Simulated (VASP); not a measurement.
# Ti3Al (P-6m2) in VASP: notebook, part 2 of 2

VASP 6.6.1.

### 5 Single point, PBE

INCAR

```
SYSTEM = Ti3Al
ALGO = Fast
EDIFF = 1E-7
ENCUT = 520
GGA = PE
ISIF = 2
ISMEAR = 0
LASPH = .True.
LCHARG = .False.
LREAL = .False.
LWAVE = .False.
NBANDS = 28
NELM = 100
PREC = Accurate
SIGMA = 0.15
```

KPOINTS

```
k-points
0
Gamma
  15 15 6
  0 0 0
```

POSCAR

```
Ti3Al
1.0
    2.9837618340      0.0000000000      0.0000000000
   -1.4918809170      2.5840135471      0.0000000000
    0.0000000000      0.0000000000      8.9002631747
Ti Al
3 1
Direct
    0.6666666667      0.3333333333      0.0000000000
    0.3333333333      0.6666666667      0.7342089107
    0.3333333333      0.6666666667      0.2657910893
    0.6666666667      0.3333333333      0.5000000000
```

Potentials or basis: VASP PAW PBE potentials, release 64 (Ti_sv, Al).

The run is started by

```
cat potpaw_PBE.64/Ti_sv/POTCAR potpaw_PBE.64/Al/POTCAR > POTCAR
mpirun -np 1 vasp_std > vasp.out
```

OUTCAR:

```text
SYSTEM = Ti3Al
   EDIFF = 1E-7
   ENCUT = 520
   GGA = PE
   ISIF = 2
   ISMEAR = 0
   LASPH = .True.
   LREAL = .False.
   NELM = 100
   PREC = Accurate

 ion  position               nearest neighbor table
   1  0.667  0.333  0.000-
   2  0.333  0.667  0.734-   4 2.70   4 2.70   4 2.70
   3  0.333  0.667  0.266-   4 2.70   4 2.70   4 2.70
   4  0.667  0.333  0.500-   2 2.70   3 2.70   2 2.70   3 2.70   2 2.70   3 2.70

  LATTYP: Found a hexagonal cell.
 ALAT       =     2.9837618340
 C/A-ratio  =     2.9829000000

  Lattice vectors:

 A1 = (   2.9837618340,   0.0000000000,   0.0000000000)
 A2 = (  -1.4918809170,   2.5840135471,   0.0000000000)
 A3 = (   0.0000000000,   0.0000000000,   8.9002631747)

Analysis of symmetry for initial positions (statically):
=====================================================================
 Subroutine PRICEL returns:
 Original cell was already a primitive cell.

 Routine SETGRP: Setting up the symmetry group for a
 hexagonal supercell.

 Subroutine GETGRP returns: Found 12 space group operations
 (whereof 12 operations were pure point group operations)
 out of a pool of 24 trial point group operations.

The static configuration has the point symmetry D_3h.

Analysis of symmetry for dynamics (positions and initial velocities):
=====================================================================
 Subroutine PRICEL returns:
 Original cell was already a primitive cell.

 Routine SETGRP: Setting up the symmetry group for a
 hexagonal supercell.

 Subroutine GETGRP returns: Found 12 space group operations
 (whereof 12 operations were pure point group operations)
 out of a pool of 24 trial point group operations.

The dynamic configuration has the point symmetry D_3h.

 Subroutine INISYM returns: Found 12 space group operations
 (whereof 12 operations are pure point group operations),
 and found     1 'primitive' translations

----------------------------------------------------------------------------------------

                                     Primitive cell

  volume of cell :      68.6218

  direct lattice vectors                    reciprocal lattice vectors
     2.983761834  0.000000000  0.000000000     0.335147393  0.193497438  0.000000000
    -1.491880917  2.584013547  0.000000000     0.000000000  0.386994875  0.000000000
     0.000000000  0.000000000  8.900263175     0.000000000  0.000000000  0.112356228

  length of vectors
     2.983761834  2.983761834  8.900263175     0.386994875  0.386994875  0.112356228

  position of ions in fractional coordinates (direct lattice)
     0.666666667  0.333333333  0.000000000
     0.333333333  0.666666667  0.734208911
     0.333333333  0.666666667  0.265791089
     0.666666667  0.333333333  0.500000000

  ion indices of the primitive-cell ions
   primitive index   ion index
                 1           1
                 2           2
                 3           3
                 4           4

----------------------------------------------------------------------------------------

 KPOINTS: k-points

Automatic generation of k-mesh.
 Grid dimensions read from file:
 generate k-points for:   15   15    6

 Generating k-lattice:

  Cartesian coordinates                     Fractional coordinates (reciprocal lattice)
     0.022343160  0.012899829  0.000000000     0.066666667 -0.000000000  0.000000000
     0.000000000  0.025799658  0.000000000     0.000000000  0.066666667  0.000000000
     0.000000000  0.000000000  0.018726038     0.000000000  0.000000000  0.166666667

  Length of vectors
     0.025799658  0.025799658  0.018726038

  Shift w.r.t. Gamma in fractional coordinates (k-lattice)
     0.000000000  0.000000000  0.000000000

 Subroutine IBZKPT returns following result:
 ===========================================

 Found    108 irreducible k-points:

 Following reciprocal coordinates:
            Coordinates               Weight
  0.000000  0.000000  0.000000      1.000000
  0.066667  0.000000  0.000000      6.000000
  0.133333  0.000000  0.000000      6.000000
  0.200000  0.000000  0.000000      6.000000
  0.266667  0.000000  0.000000      6.000000
  0.333333  0.000000  0.000000      6.000000
[... 16 lines left out ...]
  0.333333  0.200000  0.000000     12.000000
  0.400000  0.200000  0.000000      6.000000
 [... further k-points ...]
   k-points           NKPTS =    108   k-points in BZ     NKDIM =    108   number of bands    NBANDS=     28
   number of dos      NEDOS =    301   number of ions     NIONS =      4
   total plane-waves  NPLWV =  40320
   dimension x,y,z NGX =    24 NGY =   24 NGZ =   70
   dimension x,y,z NGXF=    48 NGYF=   48 NGZF=  140
   ions per type =               3   1
   NGX,Y,Z   is equivalent  to a cutoff of  13.37, 13.37, 13.08 a.u.
   NGXF,Y,Z  is equivalent  to a cutoff of  26.74, 26.74, 26.15 a.u.
 SYSTEM =  Ti3Al
   PREC   = accura    normal or accurate (medium, high low for compatibility)
   ISTART =      0    job   : 0-new  1-cont  2-samecut
   ICHARG =      2    charge: 1-file 2-atom 10-const
   ISPIN  =      1    spin polarized calculation?
   LNONCOLLINEAR =      F non collinear calculations
   LSORBIT =      F    spin-orbit coupling
   LASPH  =      T    aspherical Exc in radial PAW
   ENCUT  =  520.0 eV  38.22 Ry    6.18 a.u.   5.55  5.55 16.55*2*pi/ulx,y,z
   NELM   =    100;   NELMIN=  2; NELMDL= -5     # of ELM steps
   EDIFF  = 0.1E-06   stopping-criterion for ELM
   LREAL  =      F    real-space projection
   EDIFFG = 0.1E-05   stopping-criterion for IOM
   NSW    =      0    number of steps for IOM
   IBRION =     -1    ionic relax: 0-MD 1-quasi-New 2-CG
   NFREE  =      0    steps in history (QN), initial steepest desc. (CG)
   ISIF   =      2    stress and relaxation
   ISYM   =      2    0-nonsym 1-usesym 2-fastsym
   POTIM  = 0.5000    time-step for ionic-motion
   TEBEG  =    0.0;   TEEND  =   0.0 temperature during run
   PSTRESS=    0.0 pullay stress
   NELECT =      39.0000    total number of electrons
   NUPDOWN=      -1.0000    fix difference up-down
   EMIN   =  10.00;   EMAX   =-10.00  energy-range for DOS
   EFERMI =   0.00;   METHOD = LEGACY
   ISMEAR =     0;   SIGMA  =   0.15  broadening in eV -4-tet -1-fermi 0-gaus
   EFERMI_NEDOS =   21; number of points for ismear=-14 and -15
   IALGO  =     68    algorithm
   IMIX   =      4    mixing-type and parameters
     AMIX     =   0.40;   BMIX     =  1.00
     AMIX_MAG =   1.60;   BMIX_MAG =  1.00
  volume/ion in A,a.u.               =      17.16       115.77
  Fermi-wavevector in a.u.,A,eV,Ry     =   1.356050  2.562563 25.019375  1.838872
  Thomas-Fermi vector in A             =   2.483086
   LORBIT       =      0    0 simple, 1 ext, 2 COOP (PROOUT), +10 PAW based schemes
   GGA     = PE    functional components
   LHFCALC =     F    Hartree Fock is set to
   AEXX    =    0.0000 exact exchange contribution
   IVDW    =     0    specifies the selected vdW correction
   LEPSILON=     F    determine dielectric tensor
   LRPA    =     F    only Hartree local field effects (RPA)
 non-spin polarized calculation
 RMM-DIIS sequential band-by-band and
 Gauss-broadening in eV      SIGMA  =   0.15
  energy-cutoff  :      520.00
  volume of cell :       68.62
 maximum number of plane-waves:      1882
 NGX is ok and might be reduce to    24
   NGX = 11   NGY = 11   NGZ = 33

 number of electron      39.0000015 magnetization

 Free energy of the ion-electron system (eV)
  ---------------------------------------------------
  ext. energy  EPLUGINS =         0.00000000
  ---------------------------------------------------
  free energy    TOTEN  =       -27.51710738 eV

  energy without entropy =      -27.46905678  energy(sigma->0) =      -27.49308208

 E-fermi :   7.9093     XC(G=0): -11.1823

 val. band max:        7.8949699431   @ k =   0.2000   0.2000   0.1667
 cond. band min:       7.9120636053   @ k =   0.3333   0.2667   0.1667
 fundamental gap:      0.0170936622
 Fermi energy:         7.9093327335

 k-point     1 :       0.0000    0.0000    0.0000
  band No.  band energies     occupation
      1     -48.8973      2.00000
      2     -48.7456      2.00000
      3     -48.7355      2.00000
      4     -25.3352      2.00000
      5     -25.0645      2.00000
      6     -24.8926      2.00000
[... 20 lines left out ...]
     27       9.8885      0.00000
[... 691 lines left out ...]
      6     -25.1204      2.00000
[... 20 lines left out ...]
     27      10.9041      0.00000
     28      11.2755      0.00000

 [... further k-points ...]

------------------------ aborting loop because EDIFF is reached ----------------------------------------

  FORCE on cell =-STRESS in cart. coord.  units (eV):
  Direction    XX          YY          ZZ          XY          YZ          ZX
  --------------------------------------------------------------------------------------
  -------------------------------------------------------------------------------------
  Total       -0.8825456     -0.8825456      3.2730694      0.0000000      0.0000000      0.0000000
  in kB      -20.6056313    -20.6056313     76.4194679      0.0000000      0.0000000      0.0000000
  external PRESSURE =      11.7360684 kB  Pullay stress =       0.0000000 kB

 VOLUME and BASIS-vectors are now :
 -----------------------------------------------------------------------------
  energy-cutoff  :      520.00
  volume of cell :       68.62
      direct lattice vectors                 reciprocal lattice vectors
     2.983761834  0.000000000  0.000000000     0.335147393  0.193497438  0.000000000
    -1.491880917  2.584013547  0.000000000     0.000000000  0.386994875  0.000000000
     0.000000000  0.000000000  8.900263175     0.000000000  0.000000000  0.112356228

 POSITION                                       TOTAL-FORCE (eV/Angst)
 -----------------------------------------------------------------------------------
      1.49188      0.86134      0.00000         0.000000      0.000000      0.000000
     -0.00000      1.72268      6.53465         0.000000     -0.000000      1.292546
     -0.00000      1.72268      2.36561         0.000000     -0.000000     -1.292546
      1.49188      0.86134      4.45013        -0.000000      0.000000      0.000000
 -----------------------------------------------------------------------------------
    total drift:                                0.000000     -0.000000     -0.000000

  FREE ENERGIE OF THE ION-ELECTRON SYSTEM (eV)
  ---------------------------------------------------
  free  energy   TOTEN  =       -27.5171073762 eV

  energy  without entropy=      -27.4690567754  energy(sigma->0) =      -27.49308208
```

Wall time 17 min (1 thread of Intel Xeon Platinum 8375C at 2.90GHz (Ice Lake), shared host); peak memory 0.31 GiB.

Results:

```yaml
Free_energy: -27.5171 eV
Pressure: 1.2 GPa
Largest_force: 1.293 eV/Å
Band_gap_on_the_k_mesh: zero (an odd number of electrons rules out a gap without spin polarisation)
```

Forces in eV/Å, atoms in the order of the input:
```
Ti   0.000  0.000  0.000
Ti   0.000  0.000  1.293
Ti   0.000  0.000 -1.293
Al   0.000  0.000  0.000
```

Stress tensor (GPa, compression positive):
```
-2.06  0.00  0.00
 0.00 -2.06  0.00
 0.00  0.00  7.64
```

Caveat: forces of over 1 eV/Å act on the atoms, so gaps and moduli don't describe the material at rest.

### 6 Overview

```tsv
cell	further INCAR settings	gap on the mesh (eV)	pressure (GPa)	largest force (eV/Å)
a = 3.012, b = 3.012, c = 8.732 Å, angles 90.0, 90.0, 120.0°, 4 atoms, atomic positions A	ALGO = Fast; EDIFF = 1e-06; NBANDS = 28	none	1.9	1.37
a = 2.904, b = 2.904, c = 9.395 Å, angles 90.0, 90.0, 120.0°, 4 atoms, atomic positions A	ALGO = Fast; EDIFF = 1e-06; NBANDS = 28	none	1.2	1.18
a = 2.856, b = 2.856, c = 9.718 Å, angles 90.0, 90.0, 120.0°, 4 atoms, atomic positions B	ALGO = Fast; EDIFF = 1e-06; NBANDS = 28	none	-0.5	0.11
a = 2.984, b = 2.984, c = 8.900 Å, angles 90.0, 90.0, 120.0°, 4 atoms, atomic positions C	ALGO = Fast; EDIFF = 1e-07; NBANDS = 28	none	1.2	1.29
```

Alike in all rows: task single point; level PBE; potentials or basis VASP PAW PBE potentials, release 64 (Ti_sv, Al); no spin polarisation; k mesh 15 × 15 × 6; cutoff (eV) 520; smearing gaussian 0.15 eV.

Caveats: forces of over 1 eV/Å act on the atoms, so gaps and moduli don't describe the material at rest (at least some runs).

Absolute energies hang on the potentials; compare differences alone.
